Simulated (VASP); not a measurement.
# Sr8Ti8CO23 (a cell with a defect) in VASP: single point with PBEsol

Aim: the single point of Sr8Ti8CO23 (a cell with a defect) with PBEsol.

All numbers are computed with VASP 6.6.1; they aren't measurements. Logs are shortened: lines on timing, memory, paths and dates and some standing lists are left out, and cuts for length are marked.

## (1) The cell of the first run

The cell holds a defect, 40 atoms: a = 7.783 Å, b = 7.783 Å, c = 7.783 Å, α = 90.00°, β = 90.00°, γ = 90.00°.

## (2) Single point, PBEsol, collinear spin

INCAR

```
SYSTEM = Sr8Ti8CO23
PREC = Accurate ; ENCUT = 520
EDIFF = 1E-6 ; ISMEAR = -1
SIGMA = 0.05 ; LREAL = Auto
LASPH = .True. ; NELM = 200
ALGO = Normal ; ISIF = 2
LWAVE = .False. ; LCHARG = .True.
ISPIN = 2 ; MAGMOM = 0 0 0 0 0 0 0 0 0.333 0.333 0 0 0 0 0 0 0 0 0 0 0 0 0 0 0 0 0 0 0 0 0 0 0 0 0 0 0 0 0 0.333
LORBIT = 11 ; NUPDOWN = 1.0
LMAXMIX = 4 ; GGA = PS
LELF = .True. ; LVHAR = .True.
NELECT = 317.0 ; ISYM = 0
NBANDS = 189 ; GGA_COMPAT = .False.
```

KPOINTS

```
Automatic mesh
0
Gamma
  1 1 1
  0.25 0.25 0.25
```

POSCAR

```
Sr8Ti8CO23
1.0
    7.7828210000      0.0000000000      0.0000000000
    0.0000000000      7.7828210000      0.0000000000
    0.0000000000      0.0000000000      7.7828210000
Sr Ti O C
8 8 23 1
Direct
    0.9914560000      0.9968730000      0.0061690000
    0.9814070000      0.9913180000      0.4881910000
    0.9863890000      0.5022050000      0.0102350000
    0.9938200000      0.4951450000      0.4966910000
    0.5109530000      0.9948620000      0.0064120000
    0.5189570000      0.9881690000      0.4854030000
    0.5084710000      0.5020670000      0.0092470000
    0.5045800000      0.4948700000      0.4981550000
    0.2512110000      0.2463020000      0.2490230000
    0.2404310000      0.2674500000      0.7781830000
    0.2501780000      0.7534990000      0.2509040000
    0.2472970000      0.7352710000      0.7512230000
    0.7510300000      0.2475180000      0.2480410000
    0.7413460000      0.2481910000      0.7513260000
    0.7508950000      0.7436050000      0.2485910000
    0.7483190000      0.7498720000      0.7483900000
    0.2578160000      0.1850570000      0.0019080000
    0.2518610000      0.7828780000      0.9943520000
    0.2524920000      0.7167850000      0.5050220000
    0.7465120000      0.2618900000      0.0043720000
    0.7545530000      0.2438350000      0.5042730000
    0.7520820000      0.7410290000      0.0007560000
    0.7506870000      0.7564900000      0.5007760000
    0.9990830000      0.2512190000      0.2460350000
    0.0011710000      0.2558960000      0.7710010000
    0.9991800000      0.7384680000      0.2515330000
    0.0070860000      0.7794930000      0.7477300000
    0.5019570000      0.2417340000      0.2536660000
    0.5010160000      0.2724900000      0.7602130000
    0.5010580000      0.7480790000      0.2491240000
    0.4969780000      0.7644660000      0.7494360000
    0.2428410000      0.9863070000      0.2725070000
    0.2533220000      0.0780470000      0.6161630000
    0.2531170000      0.4901420000      0.2286730000
    0.2427840000      0.5077300000      0.7932740000
    0.7540080000      0.9966510000      0.2433620000
    0.7448590000      0.0055600000      0.7606020000
    0.7454560000      0.4982490000      0.2610340000
    0.7596310000      0.5094180000      0.7438940000
    0.2509960000      0.2224140000      0.5148270000
```

Potentials or basis: VASP PAW PBE potentials, release 64 (Sr_sv, Ti_sv, O, C).

Command:

```console
$ cat potpaw_PBE.64/Sr_sv/POTCAR potpaw_PBE.64/Ti_sv/POTCAR potpaw_PBE.64/O/POTCAR potpaw_PBE.64/C/POTCAR > POTCAR
$ mpirun -np 1 vasp_std > vasp.out
```

OUTCAR:

```text
SYSTEM = Sr8Ti8CO23
   PREC = Accurate
   ENCUT = 520
   EDIFF = 1E-6
   ISMEAR = -1
   LREAL = Auto
   LASPH = .True.
   NELM = 200
   ISIF = 2
   ISPIN = 2
   LORBIT = 11
   NUPDOWN = 1.0
   GGA = PS
   NELECT = 317.0
   ISYM = 0

 ion  position               nearest neighbor table
   1  0.991  0.997  0.006-  17 2.54  36 2.61  18 2.62  27 2.63  37 2.71  24 2.72  25 2.72  22 2.73
                            26 2.77  20 2.81  32 2.85  13 3.29  15 3.31  11 3.36  16 3.36  10 3.37
   2  0.981  0.991  0.488-  33 2.43  23 2.56  36 2.60  27 2.61  32 2.64  21 2.64  26 2.70  24 2.77
                            40 2.77  37 2.81  19 3.01  25 3.02  15 3.23  13 3.27  16 3.30  11 3.35
   3  0.986  0.502  0.010-  22 2.60  35 2.61  26 2.63  20 2.64  25 2.67  24 2.68  34 2.68  38 2.71
                            39 2.72  27 2.98  18 3.01  15 3.21  10 3.24  17 3.25  13 3.27  16 3.36
   4  0.994  0.495  0.497-  19 2.65  39 2.65  38 2.66  26 2.69  21 2.70  24 2.72  23 2.78  25 2.83
                            34 2.90  40 2.92  27 2.95  35 3.02  13 3.32  15 3.32  12 3.36  16 3.38
   5  0.511  0.995  0.006-  17 2.46  18 2.61  36 2.64  37 2.64  31 2.69  30 2.70  28 2.72  22 2.73
                            20 2.77  29 2.89  32 2.94  15 3.30  13 3.30  14 3.32  16 3.33  11 3.36
   6  0.519  0.988  0.485-  33 2.41  23 2.55  30 2.63  36 2.63  28 2.68  31 2.70  21 2.71  32 2.71
                            37 2.77  40 2.78  19 2.96  29 3.08  15 3.21  13 3.28  16 3.29  11 3.32
   7  0.508  0.502  0.009-  34 2.62  20 2.63  29 2.64  22 2.66  35 2.67  30 2.67  38 2.69  28 2.78
                            39 2.84  31 2.88  18 2.96  17 3.15  15 3.25  10 3.30  13 3.31  14 3.35
   8  0.505  0.495  0.498-  19 2.61  38 2.63  29 2.68  28 2.74  21 2.76  39 2.76  30 2.76  23 2.80
                            34 2.87  31 2.87  40 2.90  35 3.07  14 3.31  13 3.34  15 3.35  16 3.37
   9  0.251  0.246  0.249-  34 1.90  28 1.95  24 1.96  17 1.98  32 2.03  40 2.08   8 3.37   1 3.38
                             7 3.38   4 3.39   5 3.39   3 3.42   6 3.43   2 3.44
  10  0.240  0.267  0.778-  17 1.86  25 1.87  35 1.87  33 1.94  29 2.03  40 2.08   3 3.24   7 3.30
                             1 3.37   4 3.41   5 3.48   8 3.48   2 3.71   6 3.82
  11  0.250  0.753  0.251-  32 1.82  30 1.95  26 1.96  19 2.00  18 2.01  34 2.06   6 3.32   2 3.35
                             5 3.36   1 3.36   7 3.38   3 3.40   8 3.42   4 3.42
  12  0.247  0.735  0.751-  35 1.80  27 1.90  19 1.92  18 1.93  31 1.96   4 3.36   8 3.37   7 3.39
                             3 3.39   1 3.47   5 3.50   2 3.53   6 3.55
  13  0.751  0.248  0.248-  20 1.90  24 1.93  28 1.94  36 1.95  38 1.95  21 1.99   2 3.27   3 3.27
                             6 3.28   1 3.29   5 3.30   7 3.31   4 3.32   8 3.34
  14  0.741  0.248  0.751-  29 1.88  37 1.89  21 1.93  20 1.97  25 2.03  39 2.04   8 3.31   5 3.32
                             7 3.35   6 3.37   4 3.39   1 3.40   3 3.41   2 3.42
  15  0.751  0.744  0.249-  38 1.91  22 1.93  26 1.93  30 1.94  23 1.97  36 1.97   6 3.21   3 3.21
                             2 3.23   7 3.25   5 3.30   1 3.31   4 3.32   8 3.35
  16  0.748  0.750  0.748-  39 1.87  23 1.93  31 1.96  22 1.97  37 1.99  27 2.03   6 3.29   2 3.30
                             5 3.33   1 3.36   3 3.36   7 3.37   8 3.37   4 3.38
  17  0.258  0.185  0.002-  10 1.86   9 1.98   5 2.46   1 2.54   7 3.15   3 3.25
  18  0.252  0.783  0.994-  12 1.93  11 2.01   5 2.61   1 2.62   7 2.96   3 3.01
  19  0.252  0.717  0.505-  12 1.92  11 2.00   8 2.61   4 2.65   6 2.96   2 3.01
  20  0.747  0.262  0.004-  13 1.90  14 1.97   7 2.63   3 2.64   5 2.77   1 2.81
  21  0.755  0.244  0.504-  14 1.93  13 1.99   2 2.64   4 2.70   6 2.71   8 2.76
  22  0.752  0.741  0.001-  15 1.93  16 1.97   3 2.60   7 2.66   5 2.73   1 2.73
[... 8 lines left out ...]
  31  0.497  0.764  0.749-  12 1.96  16 1.96   5 2.69   6 2.70   8 2.87   7 2.88
  32  0.243  0.986  0.273-  11 1.82   9 2.03   2 2.64   6 2.71   1 2.85   5 2.94
  33  0.253  0.078  0.616-  40 1.37  10 1.94   6 2.41   2 2.43
  34  0.253  0.490  0.229-   9 1.90  11 2.06   7 2.62   3 2.68   8 2.87   4 2.90
  35  0.243  0.508  0.793-  12 1.80  10 1.87   3 2.61   7 2.67   4 3.02   8 3.07
  36  0.754  0.997  0.243-  13 1.95  15 1.97   2 2.60   1 2.61   6 2.63   5 2.64
  37  0.745  0.006  0.761-  14 1.89  16 1.99   5 2.64   1 2.71   6 2.77   2 2.81
  38  0.745  0.498  0.261-  15 1.91  13 1.95   8 2.63   4 2.66   7 2.69   3 2.71
  39  0.760  0.509  0.744-  16 1.87  14 2.04   4 2.65   3 2.72   8 2.76   7 2.84
  40  0.251  0.222  0.515-  33 1.37   9 2.08  10 2.08   2 2.77   6 2.78   8 2.90   4 2.92

IMPORTANT INFORMATION: All symmetrisations will be switched off!
NOSYMM: (Re-)initialisation of all symmetry stuff for point group C_1.

----------------------------------------------------------------------------------------

                                     Primitive cell

  volume of cell :     471.4234

  direct lattice vectors                    reciprocal lattice vectors
     7.782821000  0.000000000  0.000000000     0.128488115  0.000000000  0.000000000
     0.000000000  7.782821000  0.000000000     0.000000000  0.128488115  0.000000000
     0.000000000  0.000000000  7.782821000     0.000000000  0.000000000  0.128488115

  length of vectors
     7.782821000  7.782821000  7.782821000     0.128488115  0.128488115  0.128488115

  position of ions in fractional coordinates (direct lattice)
     0.991456000  0.996873000  0.006169000
     0.981407000  0.991318000  0.488191000
     0.986389000  0.502205000  0.010235000
     0.993820000  0.495145000  0.496691000
     0.510953000  0.994862000  0.006412000
     0.518957000  0.988169000  0.485403000
[... 32 lines left out ...]
     0.759631000  0.509418000  0.743894000
     0.250996000  0.222414000  0.514827000

[... 99 lines left out ...]
   ISIF   =      2    stress and relaxation
   ISYM   =      0    0-nonsym 1-usesym 2-fastsym
   POTIM  = 0.5000    time-step for ionic-motion
   TEBEG  =    0.0;   TEEND  =   0.0 temperature during run
   PSTRESS=    0.0 pullay stress
   NELECT =     317.0000    total number of electrons
   NUPDOWN=       1.0000    fix difference up-down
   EMIN   =  10.00;   EMAX   =-10.00  energy-range for DOS
   EFERMI =   0.00;   METHOD = LEGACY
   ISMEAR =    -1;   SIGMA  =   0.05  broadening in eV -4-tet -1-fermi 0-gaus
   EFERMI_NEDOS =   21; number of points for ismear=-14 and -15
   IALGO  =     38    algorithm
   IMIX   =      4    mixing-type and parameters
     AMIX     =   0.40;   BMIX     =  1.00
     AMIX_MAG =   1.60;   BMIX_MAG =  1.00
  volume/ion in A,a.u.               =      11.79        79.53
  Fermi-wavevector in a.u.,A,eV,Ry     =   1.434248  2.710335 27.988095  2.057067
  Thomas-Fermi vector in A             =   2.553677
   LORBIT       =     11    0 simple, 1 ext, 2 COOP (PROOUT), +10 PAW based schemes
   GGA     = PS    functional components
   LHFCALC =     F    Hartree Fock is set to
   AEXX    =    0.0000 exact exchange contribution
   IVDW    =     0    specifies the selected vdW correction
   LEPSILON=     F    determine dielectric tensor
   LRPA    =     F    only Hartree local field effects (RPA)
 spin polarized calculation
  energy-cutoff  :      520.00
  volume of cell :      471.42
 maximum number of plane-waves:     12704
 NGX is ok and might be reduce to    60
   NGX = 29   NGY = 29   NGZ = 29

 number of electron     317.0000006 magnetization       0.9999998

 Free energy of the ion-electron system (eV)
  ---------------------------------------------------
  ext. energy  EPLUGINS =         0.00000000
  ---------------------------------------------------
  free energy    TOTEN  =      -338.00698268 eV

  energy without entropy =     -338.00684394  energy(sigma->0) =     -338.00691331

 E-fermi :   5.7619     XC(G=0): -11.5460

 val. band max:        5.5809332337   @ k =  -0.2500   0.2500   0.2500
 cond. band min:       6.2421974966   @ k =   0.2500   0.2500   0.2500
 fundamental gap:      0.6612642629
 Fermi energy:         6.0568860983

 spin component 1

 k-point     1 :       0.2500    0.2500    0.2500
  band No.  band energies     occupation
      1     -52.1201      1.00000
      2     -52.1016      1.00000
      3     -52.0598      1.00000
      4     -51.9401      1.00000
      5     -51.9284      1.00000
      6     -51.9184      1.00000
[... 681 lines left out ...]
    169       7.7061      0.00000
    170       7.7337      0.00000
 Fermi energy:         5.7619242047

 spin component 2

 k-point     1 :       0.2500    0.2500    0.2500
  band No.  band energies     occupation
      1     -52.1181      1.00000
      2     -52.1013      1.00000
      3     -52.0589      1.00000
      4     -51.9411      1.00000
      5     -51.9104      1.00000
      6     -51.9034      1.00000
[... 681 lines left out ...]
    169       7.7120      0.00000
    170       7.7397      0.00000
 [bands above 170 left out]

------------------------ aborting loop because EDIFF is reached ----------------------------------------

  FORCE on cell =-STRESS in cart. coord.  units (eV):
  Direction    XX          YY          ZZ          XY          YZ          ZX
  --------------------------------------------------------------------------------------
  -------------------------------------------------------------------------------------
  Total        2.4791089      3.6199980      1.3830959     -0.2813312      5.0173152     -0.5908045
  in kB        8.4254878     12.3029083      4.7005831     -0.9561310     17.0518239     -2.0079055
  external PRESSURE =       8.4763264 kB  Pullay stress =       0.0000000 kB

 VOLUME and BASIS-vectors are now :
 -----------------------------------------------------------------------------
  energy-cutoff  :      520.00
  volume of cell :      471.42
      direct lattice vectors                 reciprocal lattice vectors
     7.782821000  0.000000000  0.000000000     0.128488115  0.000000000  0.000000000
     0.000000000  7.782821000  0.000000000     0.000000000  0.128488115  0.000000000
     0.000000000  0.000000000  7.782821000     0.000000000  0.000000000  0.128488115

 POSITION                                       TOTAL-FORCE (eV/Angst)
 -----------------------------------------------------------------------------------
      7.71632      7.75848      0.04801         0.007905      0.008402     -0.015503
      7.63812      7.71525      3.79950         0.012574     -0.008119      0.035622
      7.67689      3.90857      0.07966         0.019559     -0.006917      0.002245
      7.73472      3.85362      3.86566         0.014077      0.007140      0.020701
      3.97666      7.74283      0.04990         0.012074     -0.025658      0.002630
      4.03895      7.69074      3.77780         0.012788      0.024922     -0.015350
[... 32 lines left out ...]
      5.91207      3.96471      5.78959        -0.016591     -0.035237     -0.025487
      1.95346      1.73101      4.00681         0.019656      0.195339     -0.096155
 -----------------------------------------------------------------------------------
    total drift:                               -0.002998      0.001470      0.001571

  FREE ENERGIE OF THE ION-ELECTRON SYSTEM (eV)
  ---------------------------------------------------
  free  energy   TOTEN  =      -338.0069826807 eV

  energy  without entropy=     -338.0068439370  energy(sigma->0) =     -338.00691331

 total charge

# of ion       s       p       d       tot
------------------------------------------
    1        2.000   5.770   0.226   7.996
    2        2.002   5.778   0.245   8.025
    3        2.000   5.770   0.227   7.997
    4        1.998   5.761   0.211   7.970
    5        2.001   5.771   0.230   8.002
    6        2.002   5.779   0.246   8.027
[... 32 lines left out ...]
   39        1.561   3.467   0.000   5.028
   40        0.893   1.498   0.000   2.391
--------------------------------------------------
tot         70.695 178.174  16.424 265.294

 magnetization (x)

# of ion       s       p       d       tot
------------------------------------------
    1       -0.000   0.000   0.001   0.001
    2       -0.000   0.001   0.008   0.009
    3        0.000   0.000   0.001   0.001
    4        0.001   0.002   0.006   0.008
    5        0.000   0.000   0.001   0.001
    6       -0.000   0.001   0.007   0.007
[... 32 lines left out ...]
   39       -0.000  -0.000   0.000  -0.000
   40        0.012   0.251   0.000   0.263
--------------------------------------------------
tot          0.018   0.460   0.137   0.614
```

It took 35 min on 1 thread of Intel Xeon 8259CL, shared host; peak memory 0.96 GiB.

What came out:

```
Free energy                                           : -338.0070 eV
Largest force                                         : 0.263 eV/Å
Net moment                                            : 1.00 μB per cell
Site moments                                          : Sr +0.00, +0.01 (each value once); Ti +0.06, +0.01, -0.00, +0.00, +0.03 (each value once); O -0.00, +0.01, +0.00, +0.03, +0.02, +0.04, +0.09 (each value once); C +0.26 μB
Valence electrons inside the program's atomic spheres : Sr 8.00, 8.03, 7.97, 7.99 (each value once); Ti 10.36, 10.53, 10.33, 10.43, 10.38, 10.35 (each value once); O 5.05, 5.01, 5.02, 5.04, 5.03, 5.10, 5.07 (each value once); C 2.39
```

Forces on the atoms (eV/Å):
```
Sr   0.008  0.008 -0.016
Sr   0.013 -0.008  0.036
Sr   0.020 -0.007  0.002
Sr   0.014  0.007  0.021
Sr   0.012 -0.026  0.003
Sr   0.013  0.025 -0.015
Sr  -0.020  0.015 -0.007
Sr  -0.029  0.003  0.003
Ti  -0.007  0.003  0.016
Ti   0.015 -0.009 -0.082
Ti  -0.026 -0.082 -0.001
Ti   0.094  0.128  0.002
Ti  -0.113  0.019  0.079
Ti   0.119  0.054  0.060
Ti  -0.017  0.028  0.034
Ti   0.066  0.030  0.073
O    0.015  0.069  0.083
O   -0.034 -0.032  0.029
O   -0.022 -0.001 -0.045
O    0.008 -0.020 -0.050
O    0.000 -0.012 -0.029
O   -0.008 -0.001 -0.017
O   -0.002 -0.031 -0.035
O    0.018 -0.010  0.000
O   -0.073  0.020 -0.043
O    0.023  0.008 -0.013
O   -0.061 -0.034 -0.014
O    0.029  0.022 -0.035
O   -0.074 -0.054 -0.002
O    0.003 -0.016  0.019
O   -0.040  0.026 -0.022
O    0.035  0.030  0.056
O    0.028 -0.247  0.085
O    0.045  0.014 -0.024
O   -0.036 -0.019  0.027
O   -0.005 -0.006 -0.017
O   -0.024 -0.036 -0.029
O    0.011 -0.019 -0.009
O   -0.017 -0.035 -0.025
C    0.020  0.195 -0.096
```

Caveat: the k points lie up to 0.40 Å⁻¹ apart; the cell carries a net charge on a neutralising background, which shifts energy and pressure; the cell is charged against a uniform background, so pressure and absolute levels hang on convention; the PAW data sets were made with another functional, which shifts forces and pressure a little; the total moment is fixed, so each spin has its own Fermi level and the state may be an excited one.
